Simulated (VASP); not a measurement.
# Ba in VASP: single point with LDA

Aim: the single point of Ba with LDA.

Program: VASP 6.6.1. These are calculated values, not measurements. Logs are shortened: lines on timing, memory, paths and dates and some standing lists are left out, and cuts for length are marked.

## (1) The cell of the first run

The typed cell holds 2 atoms: a = 5.631 Å, b = 5.631 Å, c = 5.638 Å, α = 97.44°, β = 97.44°, γ = 137.81°.

## (2) Single point, LDA (56.01 Å³/atom)

File INCAR:

```
SYSTEM = Ba
PREC = Accurate
ENCUT = 520
EDIFF = 1E-6
ISMEAR = -1
SIGMA = 0.1
LREAL = .False.
LASPH = .True.
NELM = 60
ALGO = Normal
ISIF = 2
LWAVE = .False.
LCHARG = .False.
NBANDS = 17
```

File KPOINTS:

```
Automatic mesh
0
Gamma
  10 10 7
  0 0 0
```

File POSCAR:

```
Ba
1.0
   -3.7149930176      3.7148580609      2.0266411513
    3.7148580609     -3.7149930176      2.0266411513
    3.7200347595      3.7200347595     -2.0268883247
Ba
2
Direct
    0.9999764408      0.0000235592      1.0000000000
    0.7500235592      0.2499764408      0.5000000000
```

Potentials or basis: VASP PAW LDA potentials, release 64 (Ba_sv).

Started as:

```bash
cat potpaw_LDA.64/Ba_sv/POTCAR > POTCAR
mpirun -np 1 vasp_std > vasp.out
```

OUTCAR:

```text
SYSTEM = Ba
   PREC = Accurate
   ENCUT = 520
   EDIFF = 1E-6
   ISMEAR = -1
   LREAL = .False.
   LASPH = .True.
   NELM = 60
   ISIF = 2

 ion  position               nearest neighbor table
   1  1.000  0.000  0.000-   2 3.85   2 3.85   2 3.85   2 3.85
   2  0.750  0.250  0.500-   1 3.85   1 3.85   1 3.85   1 3.85

  Warning from LATTYP: Got some problem with cell dimensions!
  Tried to take original basis but could not verify dimensions!
  LATTYP: Found a base centered monoclinic cell.
 ALAT       =     4.0532823071
 B/A-ratio  =     2.5923178712
 C/A-ratio  =     1.3908519389
 COS(beta)  =    -0.3594041103

  Lattice vectors:

 A1 = (   3.7149930176,  -3.7148580609,  -2.0266411513)
 A2 = (  -3.7148580609,   3.7149930176,  -2.0266411513)
 A3 = (   3.7198998028,   3.7198998028,   2.0263939779)

Analysis of symmetry for initial positions (statically):
=====================================================================
 Subroutine PRICEL returns:
 Original cell was already a primitive cell.

 Routine SETGRP: Setting up the symmetry group for a
 base centered monoclinic supercell.

 Subroutine GETGRP returns: Found  4 space group operations
 (whereof  2 operations were pure point group operations)
 out of a pool of  4 trial point group operations.

The static configuration has the point symmetry C_2 .
 The point group associated with its full space group is C_2h.

Analysis of symmetry for dynamics (positions and initial velocities):
=====================================================================
 Subroutine PRICEL returns:
 Original cell was already a primitive cell.

 Routine SETGRP: Setting up the symmetry group for a
 base centered monoclinic supercell.

 Subroutine GETGRP returns: Found  4 space group operations
 (whereof  2 operations were pure point group operations)
 out of a pool of  4 trial point group operations.

The dynamic configuration has the point symmetry C_2 .
 The point group associated with its full space group is C_2h.

 Subroutine INISYM returns: Found  4 space group operations
 (whereof  2 operations are pure point group operations),
 and found     1 'primitive' translations

----------------------------------------------------------------------------------------

                                     Primitive cell

  volume of cell :     112.0279

  direct lattice vectors                    reciprocal lattice vectors
[... 80 lines left out ...]
   ICHARG =      2    charge: 1-file 2-atom 10-const
   ISPIN  =      1    spin polarized calculation?
   LNONCOLLINEAR =      F non collinear calculations
   LSORBIT =      F    spin-orbit coupling
   LASPH  =      T    aspherical Exc in radial PAW
   ENCUT  =  520.0 eV  38.22 Ry    6.18 a.u.  10.47 10.47 10.48*2*pi/ulx,y,z
   NELM   =     60;   NELMIN=  2; NELMDL= -5     # of ELM steps
   EDIFF  = 0.1E-05   stopping-criterion for ELM
   LREAL  =      F    real-space projection
   EDIFFG = 0.1E-04   stopping-criterion for IOM
   NSW    =      0    number of steps for IOM
   IBRION =     -1    ionic relax: 0-MD 1-quasi-New 2-CG
   NFREE  =      0    steps in history (QN), initial steepest desc. (CG)
   ISIF   =      2    stress and relaxation
   ISYM   =      2    0-nonsym 1-usesym 2-fastsym
   POTIM  = 0.5000    time-step for ionic-motion
   TEBEG  =    0.0;   TEEND  =   0.0 temperature during run
   PSTRESS=    0.0 pullay stress
   NELECT =      20.0000    total number of electrons
   NUPDOWN=      -1.0000    fix difference up-down
   EMIN   =  10.00;   EMAX   =-10.00  energy-range for DOS
   EFERMI =   0.00;   METHOD = LEGACY
   ISMEAR =    -1;   SIGMA  =   0.10  broadening in eV -4-tet -1-fermi 0-gaus
   EFERMI_NEDOS =   21; number of points for ismear=-14 and -15
   IALGO  =     38    algorithm
   IMIX   =      4    mixing-type and parameters
     AMIX     =   0.40;   BMIX     =  1.00
     AMIX_MAG =   1.60;   BMIX_MAG =  1.00
  volume/ion in A,a.u.               =      56.01       378.00
  Fermi-wavevector in a.u.,A,eV,Ry     =   0.921813  1.741974 11.561402  0.849739
  Thomas-Fermi vector in A             =   2.047271
   LORBIT       =      0    0 simple, 1 ext, 2 COOP (PROOUT), +10 PAW based schemes
   GGA     = CA    functional components
   LHFCALC =     F    Hartree Fock is set to
   AEXX    =    0.0000 exact exchange contribution
   IVDW    =     0    specifies the selected vdW correction
   LEPSILON=     F    determine dielectric tensor
   LRPA    =     F    only Hartree local field effects (RPA)
 non-spin polarized calculation
  energy-cutoff  :      520.00
  volume of cell :      112.03
 maximum number of plane-waves:      3037
 NGX is ok and might be reduce to    42
   NGX = 21   NGY = 21   NGZ = 21

 number of electron      20.0000000 magnetization

 Free energy of the ion-electron system (eV)
  ---------------------------------------------------
  ext. energy  EPLUGINS =         0.00000000
  ---------------------------------------------------
  free energy    TOTEN  =        -4.21422792 eV

  energy without entropy =       -4.13907607  energy(sigma->0) =       -4.17665199

 E-fermi :   1.7639     XC(G=0):  -7.9958

 val. band max:        1.7584892097   @ k =  -0.2000  -0.2000   0.2857
 cond. band min:       1.7687551867   @ k =   0.2000   0.2000   0.2857
 fundamental gap:      0.0102659770
 Fermi energy:         1.7639375328

 k-point     1 :       0.0000    0.0000    0.0000
  band No.  band energies     occupation
      1     -27.0443      2.00000
      2     -26.8767      2.00000
      3     -12.5623      2.00000
      4     -12.5600      2.00000
      5     -11.8836      2.00000
      6     -11.8735      2.00000
[... 457 lines left out ...]
      4     -12.3786      2.00000
      5     -12.3149      2.00000
      6     -12.1609      2.00000
[... 9 lines left out ...]
     16       4.6340      0.00000
     17       4.7414      0.00000

 [... further k-points ...]
[... 5 lines left out ...]
  --------------------------------------------------------------------------------------
  -------------------------------------------------------------------------------------
  Total       -0.5478365     -0.5478365     -0.6467597      0.0021761      0.0002821      0.0002821
  in kB       -7.8349358     -7.8349358     -9.2496960      0.0311217      0.0040342      0.0040342
  external PRESSURE =      -8.3065225 kB  Pullay stress =       0.0000000 kB

 VOLUME and BASIS-vectors are now :
 -----------------------------------------------------------------------------
  energy-cutoff  :      520.00
  volume of cell :      112.03
      direct lattice vectors                 reciprocal lattice vectors
    -3.714993018  3.714858061  2.026641151    -0.000083011  0.134509189  0.246718108
     3.714858061 -3.714993018  2.026641151     0.134509189 -0.000083011  0.246718108
     3.720034759  3.720034759 -2.026888325     0.134409785  0.134409785  0.000008951

 POSITION                                       TOTAL-FORCE (eV/Angst)
 -----------------------------------------------------------------------------------
     -3.71482      3.71468      2.02664        -0.000752      0.000752      0.000000
      0.00231      3.71759      1.01320         0.000752     -0.000752     -0.000000
 -----------------------------------------------------------------------------------
    total drift:                               -0.000000      0.000000     -0.000000

  FREE ENERGIE OF THE ION-ELECTRON SYSTEM (eV)
  ---------------------------------------------------
  free  energy   TOTEN  =        -4.2142279184 eV

  energy  without entropy=       -4.1390760684  energy(sigma->0) =       -4.17665199
```

OSZICAR:

```text
N       E                     dE             d eps       ncg     rms          rms(c)
DAV:   1     0.133722642771E+03    0.13372E+03   -0.84252E+03  6664   0.987E+02
DAV:   2     0.425446407909E+01   -0.12947E+03   -0.12642E+03  9773   0.191E+02
DAV:   3    -0.394144216917E+01   -0.81959E+01   -0.81425E+01  9154   0.488E+01
DAV:   4    -0.423736716621E+01   -0.29592E+00   -0.29568E+00 10082   0.735E+00
DAV:   5    -0.424018415556E+01   -0.28170E-02   -0.28167E-02  9320   0.748E-01    0.305E+00
DAV:   6    -0.422330933249E+01    0.16875E-01   -0.14735E-02  9330   0.909E-01    0.176E+00
DAV:   7    -0.421409818102E+01    0.92112E-02   -0.25047E-02  9939   0.114E+00    0.804E-02
DAV:   8    -0.421422755040E+01   -0.12937E-03   -0.70706E-04  9514   0.141E-01    0.135E-02
DAV:   9    -0.421422791844E+01   -0.36805E-06   -0.67677E-06  8640   0.129E-02
   1 F= -.42142279E+01 E0= -.41766520E+01  d E =-.751519E-01
```

stdout:

```text
POSCAR found type information on POSCAR Ba
 POSCAR found :  1 types and       2 ions
 scaLAPACK will be used
 LDA part: xc-table for (Slater(with rela. corr.)+CA(PZ))
 , standard interpolation
 POSCAR, INCAR and KPOINTS ok, starting setup
 FFT: planning ... GRIDC
 FFT: planning ... GRID_SOFT
 FFT: planning ... GRID
 WAVECAR not read
 entering main loop
```

It took 9.1 min on 1 thread of Intel Xeon 8259CL, shared host; peak memory 0.44 GiB.

Results:

```
Free energy            : -4.2142 eV
Pressure               : -0.8 GPa
Band gap on the k mesh : zero (bands 10 and 11 overlap by 0.26 eV)
```

Stress tensor (GPa, compression positive):
```
-0.78  0.00  0.00
 0.00 -0.78  0.00
 0.00  0.00 -0.92
```

Caveat: spin-orbit coupling is left out, which moves the levels of the heavy elements.
